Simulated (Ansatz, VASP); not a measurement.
## One calculation of TiB2, two programs

```
Ti B
1.0
     2.96861    0.00000    0.00000
    -1.48431    2.57090    0.00000
     0.00000    0.00000    3.22840
Ti B
1 2
Cartesian
  0.0000 0.0000 0.0000
  0.0000 1.7139 1.6142
  1.4843 0.8570 1.6142
```

Change from the starting cell: equal xx and yy strain of -2 %.

Alike in both runs: task single point; functional PBEsol; k mesh 15 × 15 × 13; occupations fermi-dirac, width 0.08 eV; no spin polarisation.

|  | VASP | Ansatz |
| --- | --- | --- |
| version | VASP 6.6.1 | Ansatz 0.2.0 |
| potentials or method | VASP PAW PBE potentials, release 64 (Ti_sv, B), cutoff 520 eV | all-electron LAPW, scalar-relativistic |

|  | VASP | Ansatz | Ansatz less VASP |
| --- | --- | --- | --- |
| pressure (GPa) | 6.9 | 6.5 | -0.42 |
| traceless stress, the component that is largest in VASP (GPa) | -9.56 | -9.44 | +0.123 |

VASP's potentials were made for PBE, not for PBEsol. Ansatz ran all-electron here, and VASP with PAW potentials.
